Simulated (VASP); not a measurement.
# AlP (F-43m) in VASP: relaxation of cell and atoms with PBE

Aim: the relaxation of cell and atoms of AlP with PBE.

Program: VASP 6.6.1. These are calculated values, not measurements. Logs are shortened: lines on timing, memory, paths and dates and some standing lists are left out, and cuts for length are marked.

## (1) The cell of the first run

Symmetry: F-43m, No. 216, cubic system. Conventional cell: a = 5.451 Å, b = 5.451 Å, c = 5.451 Å, α = 90.00°, β = 90.00°, γ = 90.00°. Within 3.1 Å of Al (site symmetry -43m) lie 4 P at 2.36 Å. P (site symmetry -43m) has 4 Al at 2.36 Å within 3.1 Å.

## (2) Relaxation of cell and atoms, PBE

Contents of INCAR:

```
SYSTEM = AlP
PREC = Accurate ; ENCUT = 500
EDIFF = 1E-7 ; ISMEAR = 0
SIGMA = 0.02 ; LREAL = .FALSE.
LASPH = .TRUE. ; NELM = 120
ALGO = Normal ; ISIF = 3
LWAVE = .FALSE. ; LCHARG = .FALSE.
GGA = PE ; IBRION = 2
NSW = 100 ; EDIFFG = -0.01
GGA_COMPAT = .FALSE. ; NELMIN = 4
```

Contents of KPOINTS:

```
Automatic mesh
0
G
  8 8 8
  0 0 0
```

Contents of POSCAR:

```
AlP
1.0
    0.0000000000      2.7255001100      2.7255001100
    2.7255001100      0.0000000000      2.7255001100
    2.7255001100      2.7255001100      0.0000000000
Al P
1 1
Direct
    0.0000000000      0.0000000000      0.0000000000
    0.2500000000      0.2500000000      0.2500000000
```

Potentials or basis: VASP PAW PBE potentials, release 64 (Al, P).

Launch:

```
> cat potpaw_PBE.64/Al/POTCAR potpaw_PBE.64/P/POTCAR > POTCAR
> mpirun -np 1 vasp_std > vasp.out
```

OUTCAR:

```text
SYSTEM = AlP
   PREC = Accurate
   ENCUT = 500
   EDIFF = 1E-7
   ISMEAR = 0
   LREAL = .FALSE.
   LASPH = .TRUE.
   NELM = 120
   ISIF = 3
   GGA = PE
   IBRION = 2
   NSW = 100
   EDIFFG = -0.01
   NELMIN = 4

 ion  position               nearest neighbor table
   1  0.000  0.000  0.000-   2 2.36   2 2.36   2 2.36   2 2.36
   2  0.250  0.250  0.250-   1 2.36   1 2.36   1 2.36   1 2.36

  LATTYP: Found a face centered cubic cell.
 ALAT       =     5.4510002200

  Lattice vectors:

 A1 = (   0.0000000000,   2.7255001100,   2.7255001100)
 A2 = (   2.7255001100,   0.0000000000,   2.7255001100)
 A3 = (   2.7255001100,   2.7255001100,   0.0000000000)

Analysis of symmetry for initial positions (statically):
=====================================================================
 Subroutine PRICEL returns:
 Original cell was already a primitive cell.

 Routine SETGRP: Setting up the symmetry group for a
 face centered cubic supercell.

 Subroutine GETGRP returns: Found 24 space group operations
 (whereof 24 operations were pure point group operations)
 out of a pool of 48 trial point group operations.

The static configuration has the point symmetry T_d .

Analysis of symmetry for dynamics (positions and initial velocities):
=====================================================================
 Subroutine PRICEL returns:
 Original cell was already a primitive cell.

 Routine SETGRP: Setting up the symmetry group for a
 face centered cubic supercell.

 Subroutine GETGRP returns: Found 24 space group operations
 (whereof 24 operations were pure point group operations)
 out of a pool of 48 trial point group operations.

The dynamic configuration has the point symmetry T_d .

 Subroutine INISYM returns: Found 24 space group operations
 (whereof 24 operations are pure point group operations),
 and found     1 'primitive' translations

----------------------------------------------------------------------------------------

                                     Primitive cell

  volume of cell :      40.4919

  direct lattice vectors                    reciprocal lattice vectors
     0.000000000  2.725500110  2.725500110    -0.183452570  0.183452570  0.183452570
[... 92 lines left out ...]
   ISIF   =      3    stress and relaxation
   ISYM   =      2    0-nonsym 1-usesym 2-fastsym
   POTIM  = 0.5000    time-step for ionic-motion
   TEBEG  =    0.0;   TEEND  =   0.0 temperature during run
   PSTRESS=    0.0 pullay stress
   NELECT =       8.0000    total number of electrons
   NUPDOWN=      -1.0000    fix difference up-down
   EMIN   =  10.00;   EMAX   =-10.00  energy-range for DOS
   EFERMI =   0.00;   METHOD = LEGACY
   ISMEAR =     0;   SIGMA  =   0.02  broadening in eV -4-tet -1-fermi 0-gaus
   EFERMI_NEDOS =   21; number of points for ismear=-14 and -15
   IALGO  =     38    algorithm
   IMIX   =      4    mixing-type and parameters
     AMIX     =   0.40;   BMIX     =  1.00
     AMIX_MAG =   1.60;   BMIX_MAG =  1.00
  volume/ion in A,a.u.               =      20.25       136.63
  Fermi-wavevector in a.u.,A,eV,Ry     =   0.953488  1.801831 12.369595  0.909140
  Thomas-Fermi vector in A             =   2.082148
   LORBIT       =      0    0 simple, 1 ext, 2 COOP (PROOUT), +10 PAW based schemes
   GGA     = PE    functional components
   LHFCALC =     F    Hartree Fock is set to
   AEXX    =    0.0000 exact exchange contribution
   IVDW    =     0    specifies the selected vdW correction
   LEPSILON=     F    determine dielectric tensor
   LRPA    =     F    only Hartree local field effects (RPA)
 conjugate gradient relaxation of ions
 non-spin polarized calculation
 Gauss-broadening in eV      SIGMA  =   0.02
  energy-cutoff  :      500.00
  volume of cell :       40.49
 maximum number of plane-waves:      1056
   NGX = 13   NGY = 13   NGZ = 13

--------------------------------------- Ionic step        1  -------------------------------------------

 number of electron       8.0000000 magnetization

 Free energy of the ion-electron system (eV)
  ---------------------------------------------------
  ext. energy  EPLUGINS =         0.00000000
  ---------------------------------------------------
  free energy    TOTEN  =       -10.36676728 eV

  energy without entropy =      -10.36676728  energy(sigma->0) =      -10.36676728

------------------------ aborting loop because EDIFF is reached ----------------------------------------

  FORCE on cell =-STRESS in cart. coord.  units (eV):
  Direction    XX          YY          ZZ          XY          YZ          ZX
  --------------------------------------------------------------------------------------
  -------------------------------------------------------------------------------------
  Total        0.6665032      0.6665032      0.6665032     -0.0000000     -0.0000000     -0.0000000
  in kB       26.3720686     26.3720686     26.3720686     -0.0000000     -0.0000000     -0.0000000
  external PRESSURE =      26.3720686 kB  Pullay stress =       0.0000000 kB
[... 59 lines left out ...]
--------------------------------------- Ionic step        3  -------------------------------------------

 number of electron       8.0000001 magnetization

 Free energy of the ion-electron system (eV)
  ---------------------------------------------------
  ext. energy  EPLUGINS =         0.00000000
  ---------------------------------------------------
  free energy    TOTEN  =       -10.37660451 eV

  energy without entropy =      -10.37660451  energy(sigma->0) =      -10.37660451

 E-fermi :   4.4378     XC(G=0):  -9.1122

 val. band max:        4.3548676050   @ k =   0.0000   0.0000   0.0000
 cond. band min:       5.9826316250   @ k =   0.5000   0.5000   0.0000
 fundamental gap:      1.6277640200
 Fermi energy:         4.4377555468

 k-point     1 :       0.0000    0.0000    0.0000
  band No.  band energies     occupation
      1      -7.0093      2.00000
      2       4.3549      2.00000
      3       4.3549      2.00000
      4       4.3549      2.00000
      5       7.4483      0.00000
      6       8.8812      0.00000
      7       8.8812      0.00000
      8       8.8812      0.00000
[... 243 lines left out ...]
 k-point    24 :      -0.3750    0.2500    0.1250
  band No.  band energies     occupation
      1      -5.0895      2.00000
      2      -0.7222      2.00000
      3       1.8178      2.00000
      4       2.9102      2.00000
      5       8.2753      0.00000
      6       8.8529      0.00000
      7      11.1633      0.00000
      8      11.9784      0.00000

 [... further k-points ...]
[... 5 lines left out ...]
  --------------------------------------------------------------------------------------
  -------------------------------------------------------------------------------------
  Total        0.0009088      0.0009088      0.0009088      0.0000000     -0.0000000      0.0000000
  in kB        0.0348996      0.0348996      0.0348996      0.0000000     -0.0000000      0.0000000
  external PRESSURE =       0.0348996 kB  Pullay stress =       0.0000000 kB
[... 17 lines left out ...]
  FREE ENERGIE OF THE ION-ELECTRON SYSTEM (eV)
  ---------------------------------------------------
  free  energy   TOTEN  =       -10.3766045085 eV

  energy  without entropy=      -10.3766045085  energy(sigma->0) =      -10.37660451

 reached required accuracy - stopping structural energy minimisation
```

OSZICAR:

```text
N       E                     dE             d eps       ncg     rms          rms(c)
DAV:   1     0.130809011343E+02    0.13081E+02   -0.30634E+03   464   0.727E+02
DAV:   2    -0.101817646402E+02   -0.23263E+02   -0.22806E+02   648   0.910E+01
DAV:   3    -0.107169397451E+02   -0.53518E+00   -0.53518E+00   608   0.185E+01
[... 27 lines left out ...]
DAV:   4    -0.103766161841E+02    0.37242E-04   -0.60919E-05   568   0.565E-02    0.456E-02
DAV:   5    -0.103766032861E+02    0.12898E-04   -0.21498E-05   536   0.280E-02    0.186E-02
DAV:   6    -0.103766042303E+02   -0.94424E-06   -0.97555E-07   616   0.759E-03    0.687E-03
DAV:   7    -0.103766045865E+02   -0.35616E-06   -0.19888E-07   496   0.280E-03    0.241E-03
DAV:   8    -0.103766045085E+02    0.77968E-07   -0.45133E-09   232   0.504E-04
   3 F= -.10376605E+02 E0= -.10376605E+02  d E =-.983723E-02
```

CONTCAR:

```text
AlP
   1.00000000000000
    -0.0000000000000000    2.7527824281823636    2.7527824281823636
     2.7527824281823636   -0.0000000000000000    2.7527824281823636
     2.7527824281823636    2.7527824281823636   -0.0000000000000000
  Al              P
     1     1
Direct
     0.0000000000000000    0.0000000000000000    0.0000000000000000
     0.2500000000000000    0.2500000000000000    0.2500000000000000

  0.00000000E+00  0.00000000E+00  0.00000000E+00
  0.00000000E+00  0.00000000E+00  0.00000000E+00
```

It took 38 s on 1 thread of Intel Xeon 8259CL, shared host; peak memory 0.15 GiB.

Results:

- Free energy: -10.3766 eV
- Relaxed volume: 20.86 Å³/atom
- Relaxed cell: a = 3.893 Å, b = 3.893 Å, c = 3.893 Å, α = 60.00°, β = 60.00°, γ = 60.00°
- Space group after relaxing (to 0.05 Å): F-43m (No. 216)
- Energy gained by relaxing: 4.9 meV/atom
- Ionic steps: 3
- Pressure after relaxing: 0.0 GPa
- Band gap on the k mesh: 1.63 eV, indirect (least direct gap 3.09 eV)

The path:
| step | energy change (eV) | largest force (eV/Å) | pressure (GPa) | volume (Å³) |
| --- | --- | --- | --- | --- |
| 1 | 0.0000 | 0.0000 | 2.64 | 40.49 |
| 2 | -0.0064 | 0.0000 | -1.43 | 42.48 |
| 3 | -0.0098 | 0.0000 | 0.00 | 41.72 |

Final structure:
```yaml
crystal:
  lattice:
    - [0.00000, 2.75278, 2.75278]
    - [2.75278, 0.00000, 2.75278]
    - [2.75278, 2.75278, 0.00000]
  atoms:
    - { symbol: Al, position: [0.00000, 0.00000, 0.00000] }
    - { symbol: P, position: [0.25000, 0.25000, 0.25000] }
```

A k mesh can miss the band edges. PBE usually gives volumes a little too large and moduli too small.
